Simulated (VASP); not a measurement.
MgO:

```
Mg O
1.0
     2.62335    0.00000    0.00000
     0.00000    2.62335    0.00000
     0.00000    0.00000    2.77367
Mg O
1 1
Direct
  0.00000 0.00000 0.00000
  0.50000 0.50000 0.50000
```

This cell differs from its parent crystal: uniaxial z strain +5.7%.

Base run:

| Property | Result |
| --- | --- |
| Program | VASP 6.6.1 |
| Functional | r2SCAN |
| Potentials or basis | VASP PAW PBE potentials, release 64 (Mg, O) |
| Cutoff | 520 eV |
| k mesh | 10 × 10 × 10 |
| Occupations | gaussian, width 0.01 eV |
| Spin | no spin polarisation |

Its results: band gap on the k mesh 2.61 eV, indirect (least direct gap 3.52 eV); pressure -8.5 GPa.

**Question.** The run is repeated on the same cell with these changes: potentials or basis from VASP PAW PBE potentials, release 64 (Mg, O) to VASP PAW PBE potentials, release 64 (Mg_sv, O); cutoff from 520 eV to 660 eV; further incar settings from ALGO = Normal; EDIFF = 1e-06; NBANDS = 11 to ALGO = Normal; EDIFF = 1e-06; NBANDS = 15; valence electrons from 8 to 16. What comes out?

**Answer.** Band gap on the k mesh 2.70 eV, indirect (least direct gap 3.60 eV); pressure -7.9 GPa.

Caveats: the PAW data sets were made with another functional, which shifts forces and pressure a little.

A k mesh can miss the band edges.
